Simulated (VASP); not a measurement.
# CuI (F-43m) in VASP: a series of runs

CuI is run at these levels: PBE, RPBE+D4; tasks: single point, relaxation of cell and atoms.

All numbers are computed with VASP 6.6.1; they aren't measurements. Logs are shortened: lines on timing, memory, paths and dates and some standing lists are left out, and cuts for length are marked.

## Step 1: The cell of the first run

The structure is cubic, space group F-43m (No. 216). Conventional cell: a = 6.063 Å, b = 6.063 Å, c = 6.063 Å, α = 90.00°, β = 90.00°, γ = 90.00°. Within 3.5 Å of I (site symmetry -43m) lie 4 Cu at 2.63 Å. Within 3.5 Å of Cu (site symmetry -43m) lie 4 I at 2.63 Å.

## Step 2: Single point, PBE

INCAR reads:

```
SYSTEM = CuI
PREC = Accurate
ENCUT = 520
EDIFF = 1E-7
ISMEAR = -1
SIGMA = 0.03
LREAL = .FALSE.
LASPH = .TRUE.
NELM = 60
ALGO = Normal
ISIF = 2
LWAVE = .FALSE.
LCHARG = .FALSE.
GGA = PE
NBANDS = 16
```

KPOINTS reads:

```
regular mesh
0
G
  3 3 3
  0 0 0
```

POSCAR reads:

```
CuI
1.0
    0.0000000000      3.0315000000      3.0315000000
    3.0315000000      0.0000000000      3.0315000000
    3.0315000000      3.0315000000      0.0000000000
I Cu
1 1
Direct
    0.0000000000      0.0000000000      0.0000000000
    0.7500000000      0.7500000000      0.7500000000
```

Potentials or basis: VASP PAW PBE potentials, release 64 (I, Cu).

The run is started by

```bash
$ cat potpaw_PBE.64/I/POTCAR potpaw_PBE.64/Cu/POTCAR > POTCAR
$ mpirun -np 1 vasp_std > vasp.out
```

OUTCAR:

```text
SYSTEM = CuI
   PREC = Accurate
   ENCUT = 520
   EDIFF = 1E-7
   ISMEAR = -1
   LREAL = .FALSE.
   LASPH = .TRUE.
   NELM = 60
   ISIF = 2
   GGA = PE

 ion  position               nearest neighbor table
   1  0.000  0.000  0.000-   2 2.63   2 2.63   2 2.63   2 2.63
   2  0.750  0.750  0.750-   1 2.63   1 2.63   1 2.63   1 2.63

  LATTYP: Found a face centered cubic cell.
 ALAT       =     6.0630000000

  Lattice vectors:

 A1 = (   0.0000000000,   3.0315000000,   3.0315000000)
 A2 = (   3.0315000000,   0.0000000000,   3.0315000000)
 A3 = (   3.0315000000,   3.0315000000,   0.0000000000)

Analysis of symmetry for initial positions (statically):
=====================================================================
 Subroutine PRICEL returns:
 Original cell was already a primitive cell.

 Routine SETGRP: Setting up the symmetry group for a
 face centered cubic supercell.

 Subroutine GETGRP returns: Found 24 space group operations
 (whereof 24 operations were pure point group operations)
 out of a pool of 48 trial point group operations.

The static configuration has the point symmetry T_d .

Analysis of symmetry for dynamics (positions and initial velocities):
=====================================================================
 Subroutine PRICEL returns:
 Original cell was already a primitive cell.

 Routine SETGRP: Setting up the symmetry group for a
 face centered cubic supercell.

 Subroutine GETGRP returns: Found 24 space group operations
 (whereof 24 operations were pure point group operations)
 out of a pool of 48 trial point group operations.

The dynamic configuration has the point symmetry T_d .

 Subroutine INISYM returns: Found 24 space group operations
 (whereof 24 operations are pure point group operations),
 and found     1 'primitive' translations

----------------------------------------------------------------------------------------

                                     Primitive cell

  volume of cell :      55.7189

  direct lattice vectors                    reciprocal lattice vectors
     0.000000000  3.031500000  3.031500000    -0.164934851  0.164934851  0.164934851
     3.031500000  0.000000000  3.031500000     0.164934851 -0.164934851  0.164934851
     3.031500000  3.031500000  0.000000000     0.164934851  0.164934851 -0.164934851

  length of vectors
     4.287188414  4.287188414  4.287188414     0.285675541  0.285675541  0.285675541

  position of ions in fractional coordinates (direct lattice)
     0.000000000  0.000000000  0.000000000
     0.750000000  0.750000000  0.750000000

  ion indices of the primitive-cell ions
   primitive index   ion index
                 1           1
                 2           2

----------------------------------------------------------------------------------------

 KPOINTS: regular mesh

Automatic generation of k-mesh.
 Grid dimensions read from file:
 generate k-points for:    3    3    3

 Generating k-lattice:

  Cartesian coordinates                     Fractional coordinates (reciprocal lattice)
    -0.054978284  0.054978284  0.054978284     0.333333333  0.000000000  0.000000000
     0.054978284 -0.054978284  0.054978284     0.000000000  0.333333333  0.000000000
     0.054978284  0.054978284 -0.054978284     0.000000000  0.000000000  0.333333333

  Length of vectors
     0.095225180  0.095225180  0.095225180

  Shift w.r.t. Gamma in fractional coordinates (k-lattice)
     0.000000000  0.000000000  0.000000000

 Subroutine IBZKPT returns following result:
 ===========================================

 Found      4 irreducible k-points:

 Following reciprocal coordinates:
            Coordinates               Weight
  0.000000  0.000000  0.000000      1.000000
  0.333333  0.000000  0.000000      8.000000
  0.333333  0.333333  0.000000      6.000000
 -0.333333  0.333333  0.000000     12.000000
   k-points           NKPTS =      4   k-points in BZ     NKDIM =      4   number of bands    NBANDS=     16
   number of dos      NEDOS =    301   number of ions     NIONS =      2
   total plane-waves  NPLWV =  32768
   dimension x,y,z NGX =    32 NGY =   32 NGZ =   32
   dimension x,y,z NGXF=    64 NGYF=   64 NGZF=   64
   ions per type =               1   1
   NGX,Y,Z   is equivalent  to a cutoff of  12.41, 12.41, 12.41 a.u.
   NGXF,Y,Z  is equivalent  to a cutoff of  24.82, 24.82, 24.82 a.u.
 SYSTEM =  CuI
   PREC   = accura    normal or accurate (medium, high low for compatibility)
   ISTART =      0    job   : 0-new  1-cont  2-samecut
   ICHARG =      2    charge: 1-file 2-atom 10-const
   ISPIN  =      1    spin polarized calculation?
   LNONCOLLINEAR =      F non collinear calculations
   LSORBIT =      F    spin-orbit coupling
   LASPH  =      T    aspherical Exc in radial PAW
   ENCUT  =  520.0 eV  38.22 Ry    6.18 a.u.   7.97  7.97  7.97*2*pi/ulx,y,z
   NELM   =     60;   NELMIN=  2; NELMDL= -5     # of ELM steps
   EDIFF  = 0.1E-06   stopping-criterion for ELM
   LREAL  =      F    real-space projection
   EDIFFG = 0.1E-05   stopping-criterion for IOM
   NSW    =      0    number of steps for IOM
   IBRION =     -1    ionic relax: 0-MD 1-quasi-New 2-CG
   NFREE  =      0    steps in history (QN), initial steepest desc. (CG)
   ISIF   =      2    stress and relaxation
   ISYM   =      2    0-nonsym 1-usesym 2-fastsym
   POTIM  = 0.5000    time-step for ionic-motion
   TEBEG  =    0.0;   TEEND  =   0.0 temperature during run
   PSTRESS=    0.0 pullay stress
   NELECT =      18.0000    total number of electrons
   NUPDOWN=      -1.0000    fix difference up-down
   EMIN   =  10.00;   EMAX   =-10.00  energy-range for DOS
   EFERMI =   0.00;   METHOD = LEGACY
   ISMEAR =    -1;   SIGMA  =   0.03  broadening in eV -4-tet -1-fermi 0-gaus
   EFERMI_NEDOS =   21; number of points for ismear=-14 and -15
   IALGO  =     38    algorithm
   IMIX   =      4    mixing-type and parameters
     AMIX     =   0.40;   BMIX     =  1.00
     AMIX_MAG =   1.60;   BMIX_MAG =  1.00
  volume/ion in A,a.u.               =      27.86       188.00
  Fermi-wavevector in a.u.,A,eV,Ry     =   1.123306  2.122741 17.168055  1.261816
  Thomas-Fermi vector in A             =   2.259971
   LORBIT       =      0    0 simple, 1 ext, 2 COOP (PROOUT), +10 PAW based schemes
   GGA     = PE    functional components
   LHFCALC =     F    Hartree Fock is set to
   AEXX    =    0.0000 exact exchange contribution
   IVDW    =     0    specifies the selected vdW correction
   LEPSILON=     F    determine dielectric tensor
   LRPA    =     F    only Hartree local field effects (RPA)
 non-spin polarized calculation
  energy-cutoff  :      520.00
  volume of cell :       55.72
 maximum number of plane-waves:      1516
   NGX = 15   NGY = 15   NGZ = 15

 number of electron      18.0000015 magnetization

 Free energy of the ion-electron system (eV)
  ---------------------------------------------------
  ext. energy  EPLUGINS =         0.00000000
  ---------------------------------------------------
  free energy    TOTEN  =        -5.40530534 eV

  energy without entropy =       -5.40530534  energy(sigma->0) =       -5.40530534

 E-fermi :   5.0509     XC(G=0):  -8.9072

 val. band max:        4.4646309974   @ k =   0.0000   0.0000   0.0000
 cond. band min:       5.6058818851   @ k =   0.0000   0.0000   0.0000
 fundamental gap:      1.1412508877
 Fermi energy:         5.0508740551

 k-point     1 :       0.0000    0.0000    0.0000
  band No.  band energies     occupation
      1      -9.5113      2.00000
      2       0.8286      2.00000
      3       0.8286      2.00000
      4       0.8286      2.00000
      5       2.5887      2.00000
      6       2.5887      2.00000
[... 8 lines left out ...]
     15      14.0363      0.00000
     16      14.0363      0.00000

 k-point     2 :       0.3333    0.0000    0.0000
  band No.  band energies     occupation
      1      -9.1084      2.00000
      2      -0.6433      2.00000
      3       0.8516      2.00000
      4       0.8516      2.00000
      5       2.5910      2.00000
      6       2.5910      2.00000
[... 8 lines left out ...]
     15      13.6820      0.00000
     16      13.6820      0.00000

 k-point     3 :       0.3333    0.3333    0.0000
  band No.  band energies     occupation
      1      -8.9725      2.00000
      2      -0.6701      2.00000
      3       0.7523      2.00000
      4       0.7523      2.00000
      5       2.4692      2.00000
      6       2.6537      2.00000
[... 8 lines left out ...]
     15      15.0760      0.00000
     16      17.6310      0.00000

 k-point     4 :      -0.3333    0.3333    0.0000
  band No.  band energies     occupation
      1      -8.8123      2.00000
      2      -0.6569      2.00000
      3      -0.0755      2.00000
      4       0.8203      2.00000
      5       2.4737      2.00000
      6       2.5883      2.00000
[... 8 lines left out ...]
     15      13.7758      0.00000
     16      17.7430      0.00000

------------------------ aborting loop because EDIFF is reached ----------------------------------------

  FORCE on cell =-STRESS in cart. coord.  units (eV):
  Direction    XX          YY          ZZ          XY          YZ          ZX
  --------------------------------------------------------------------------------------
  -------------------------------------------------------------------------------------
  Total        0.4707832      0.4707832      0.4707832      0.0000000      0.0000000      0.0000000
  in kB       13.5371980     13.5371980     13.5371980      0.0000000      0.0000000      0.0000000
  external PRESSURE =      13.5371980 kB  Pullay stress =       0.0000000 kB

 VOLUME and BASIS-vectors are now :
 -----------------------------------------------------------------------------
  energy-cutoff  :      520.00
  volume of cell :       55.72
      direct lattice vectors                 reciprocal lattice vectors
     0.000000000  3.031500000  3.031500000    -0.164934851  0.164934851  0.164934851
     3.031500000  0.000000000  3.031500000     0.164934851 -0.164934851  0.164934851
     3.031500000  3.031500000  0.000000000     0.164934851  0.164934851 -0.164934851

 POSITION                                       TOTAL-FORCE (eV/Angst)
 -----------------------------------------------------------------------------------
      0.00000      0.00000      0.00000         0.000000     -0.000000      0.000000
      4.54725      4.54725      4.54725        -0.000000      0.000000     -0.000000
 -----------------------------------------------------------------------------------
    total drift:                               -0.000001     -0.000001     -0.000001

  FREE ENERGIE OF THE ION-ELECTRON SYSTEM (eV)
  ---------------------------------------------------
  free  energy   TOTEN  =        -5.4053053380 eV

  energy  without entropy=       -5.4053053371  energy(sigma->0) =       -5.40530534
```

It took 14 s on 1 thread of Intel Xeon 8259CL, shared host; peak memory 0.17 GiB.

Results:

| Item | Value |
| --- | --- |
| Free energy | -5.4053 eV |
| Pressure | 1.4 GPa |
| Band gap on the k mesh | 1.14 eV |

Levels at points of the mesh, in eV from the valence-band top:
```
           k point  band 5  band 6  band 7  band 8  band 9  band 10  band 11  band 12  band 13  band 14
(0.00, 0.00, 0.00)   -1.88   -1.88    0.00    0.00    0.00     1.14     4.86     4.86     4.86     8.19
```

Caveat: the k points lie up to 0.60 Å⁻¹ apart; spin-orbit coupling is left out, which moves the levels of the heavy elements. Expect the measured gap to be larger: semilocal functionals such as PBE lack the derivative discontinuity.

## Step 3: Single point, PBE

INCAR reads:

```
  ALGO = Normal
  EDIFF = 1E-6
  ENCUT = 520
  GGA = PE
  ISIF = 2
  ISMEAR = 0
  LASPH = T
  LCHARG = F
  LREAL = F
  LWAVE = F
  NBANDS = 16
  NELM = 80
  PREC = Accurate
  SIGMA = 0.026000000000000002
```

KPOINTS reads:

```
k-points
0
Gamma
  8 8 8
```

POSCAR is that of step 2.

Potentials or basis: VASP PAW PBE potentials, release 64 (I, Cu).

The run is started by

```bash
$ cat potpaw_PBE.64/I/POTCAR potpaw_PBE.64/Cu/POTCAR > POTCAR
$ mpirun -np 1 vasp_std > vasp.out
```

Run time: 22 s. Hardware: 1 thread of Intel Xeon 8259CL, shared host; peak memory 0.19 GiB.

It converged, with:

```yaml
Free_energy: -5.5620 eV
Pressure: 0.7 GPa
Band_gap_on_the_k_mesh: 1.14 eV
```

Levels at points of the mesh, in eV from the valence-band top:
| k point | band 5 | band 6 | band 7 | band 8 | band 9 | band 10 | band 11 | band 12 | band 13 | band 14 |
| --- | --- | --- | --- | --- | --- | --- | --- | --- | --- | --- |
| (0.00, 0.00, 0.00) | -1.85 | -1.85 | 0.00 | 0.00 | 0.00 | 1.14 | 4.87 | 4.87 | 4.87 | 8.18 |
| (0.50, 0.00, 0.00) | -1.82 | -1.82 | -1.78 | -0.71 | -0.71 | 2.16 | 5.41 | 5.41 | 7.41 | 9.12 |
| (0.50, 0.50, 0.00) | -1.88 | -1.79 | -1.77 | -1.50 | -1.50 | 2.72 | 2.91 | 9.19 | 9.76 | 9.76 |

Caveat: spin-orbit coupling is left out, which moves the levels of the heavy elements.

## Step 4: Relaxation of cell and atoms, RPBE+D4

INCAR reads:

```
PREC = Accurate
ENCUT = 600
EDIFF = 1E-7
ISMEAR = -1
SIGMA = 0.05
LREAL = False
LASPH = True
NELM = 100
ALGO = Normal
ISIF = 3
LWAVE = False
LCHARG = False
GGA = RP
IVDW = 13
IBRION = 2
NSW = 80
EDIFFG = -0.02
```

KPOINTS reads:

```
Automatic mesh
0
Gamma
  8 8 8
```

POSCAR is that of step 3.

Potentials or basis: VASP PAW PBE potentials, release 64 (I, Cu).

The run is started by

```bash
$ cat potpaw_PBE.64/I/POTCAR potpaw_PBE.64/Cu/POTCAR > POTCAR
$ mpirun -np 1 vasp_std > vasp.out
```

OUTCAR:

```text
PREC = Accurate
   ENCUT = 600
   EDIFF = 1E-7
   ISMEAR = -1
   LREAL = False
   LASPH = True
   NELM = 100
   ISIF = 3
   GGA = RP
   IVDW = 13
   IBRION = 2
   NSW = 80
   EDIFFG = -0.02

 ion  position               nearest neighbor table
   1  0.000  0.000  0.000-   2 2.63   2 2.63   2 2.63   2 2.63
   2  0.750  0.750  0.750-   1 2.63   1 2.63   1 2.63   1 2.63

  LATTYP: Found a face centered cubic cell.
 ALAT       =     6.0630000000

  Lattice vectors:

 A1 = (   0.0000000000,   3.0315000000,   3.0315000000)
[... 622 lines left out ...]

  DFT-D4 for vdW energy calculation

  Edisp (eV):   -1.42160

  FORCE on cell =-STRESS in cart. coord.  units (eV):
  Direction    XX          YY          ZZ          XY          YZ          ZX
  --------------------------------------------------------------------------------------
  -------------------------------------------------------------------------------------
  Total       0.02038     0.02038     0.02038     0.00000     0.00000     0.00000
  in kB       0.61893     0.61893     0.61893     0.00000     0.00000     0.00000
  external pressure =        0.62 kB  Pullay stress =        0.00 kB

 VOLUME and BASIS-vectors are now :
 -----------------------------------------------------------------------------
  energy-cutoff  :      600.00
  volume of cell :       52.75
      direct lattice vectors                 reciprocal lattice vectors
    -0.000000000  2.976663167  2.976663167    -0.167973322  0.167973322  0.167973322
     2.976663167  0.000000000  2.976663167     0.167973322 -0.167973322  0.167973322
     2.976663167  2.976663167  0.000000000     0.167973322  0.167973322 -0.167973322

 POSITION                                       TOTAL-FORCE (eV/Angst)
 -----------------------------------------------------------------------------------
     -0.00000      2.97666      2.97666        -0.000000      0.000000     -0.000000
      4.46499      4.46499      4.46499         0.000000     -0.000000      0.000000
 -----------------------------------------------------------------------------------
    total drift:                               -0.000001     -0.000001     -0.000000

  FREE ENERGIE OF THE ION-ELECTRON SYSTEM (eV)
  ---------------------------------------------------
  free  energy   TOTEN  =        -6.1905072726 eV

  energy  without entropy=       -6.1905072643  energy(sigma->0) =       -6.19050727

 reached required accuracy - stopping structural energy minimisation
```

OSZICAR:

```text
N       E                     dE             d eps       ncg     rms          rms(c)
[... 23 lines left out ...]
DAV:   5    -0.476926706579E+01    0.16783E-01   -0.94156E-02   991   0.939E+00    0.495E-01
DAV:   6    -0.476937346660E+01   -0.10640E-03   -0.31835E-03   774   0.447E-01    0.418E-01
DAV:   7    -0.476902853114E+01    0.34494E-03   -0.13657E-03  1191   0.125E+00    0.139E-01
DAV:   8    -0.476891781242E+01    0.11072E-03   -0.13732E-03   889   0.109E+00    0.748E-02
DAV:   9    -0.476890989968E+01    0.79127E-05   -0.39147E-05  1186   0.139E-01    0.287E-02
DAV:  10    -0.476890489336E+01    0.50063E-05   -0.22806E-05  1021   0.154E-01    0.112E-02
DAV:  11    -0.476890530821E+01   -0.41485E-06   -0.44863E-06  1151   0.333E-02    0.110E-02
DAV:  12    -0.476890533956E+01   -0.31353E-07   -0.51389E-08   432   0.228E-03
   2 F= -.61905073E+01 E0= -.61905073E+01  d E =-.211912E-01
```

Wall time 73 s (1 thread of Intel Xeon 8259CL, shared host); peak memory 0.23 GiB.

What came out:

| Quantity | Value |
| --- | --- |
| Free energy | -6.1905 eV |
| Relaxed volume | 26.37 Å³/atom |
| Relaxed cell | a = 4.210 Å, b = 4.210 Å, c = 4.210 Å, α = 60.00°, β = 60.00°, γ = 60.00° |
| Space group after relaxing (to 0.1 Å) | F-43m (No. 216) |
| Energy gained by relaxing | 10.6 meV/atom |
| Ionic steps | 2 |
| Pressure after relaxing | 0.1 GPa |
| Band gap on the k mesh | 1.43 eV |
| Dispersion energy per atom | -0.711 eV |

The path:
| step | energy change (eV) | largest force (eV/Å) | pressure (GPa) | volume (Å³) |
| --- | --- | --- | --- | --- |
| 1 | 0.0000 | 0.0000 | -2.16 | 55.72 |
| 2 | -0.0212 | 0.0000 | 0.06 | 52.75 |

Final structure:
```
CELL_PARAMETERS angstrom
0.00000 2.97666 2.97666
2.97666 0.00000 2.97666
2.97666 2.97666 0.00000
ATOMIC_POSITIONS crystal
I 0.00000 0.00000 0.00000
Cu 0.75000 0.75000 0.75000
```

Levels at points of the mesh, in eV from the valence-band top:
| k point | band 5 | band 6 | band 7 | band 8 | band 9 | band 10 | band 11 | band 12 | band 13 |
| --- | --- | --- | --- | --- | --- | --- | --- | --- | --- |
| (0.00, 0.00, 0.00) | -2.06 | -2.06 | 0.00 | 0.00 | 0.00 | 1.43 | 4.83 | 4.83 | 4.83 |
| (0.50, 0.00, 0.00) | -2.03 | -2.03 | -1.98 | -0.79 | -0.79 | 2.29 | 5.39 | 5.39 | 7.66 |
| (0.50, 0.50, 0.00) | -2.09 | -1.99 | -1.96 | -1.67 | -1.67 | 2.71 | 2.94 | 9.72 | 10.08 |

Caveat: the PAW data sets were made with another functional, which shifts forces and pressure a little; spin-orbit coupling is left out, which moves the levels of the heavy elements.

## Step 5: Overview

```tsv
task	level	cell	k mesh	cutoff (eV)	smearing	gap on the mesh (eV)	pressure (GPa)
single point	PBE	as given	3 × 3 × 3	520	fermi-dirac 0.03 eV	1.14	1.4
single point	PBE	as given	8 × 8 × 8	520	gaussian 0.026 eV	1.14	0.7
relaxation of cell and atoms	RPBE+D4	relaxed	8 × 8 × 8	600	fermi-dirac 0.05 eV	1.43	0.1
```

Alike in all rows: potentials or basis VASP PAW PBE potentials, release 64 (I, Cu); no spin polarisation.

Caveats: some runs use coarse meshes; spin-orbit coupling is left out, which moves the levels of the heavy elements; the PAW data sets were made with another functional, which shifts forces and pressure a little (at least some runs).

Total energies depend on the potentials used, so only differences within one code and one set of settings carry meaning.
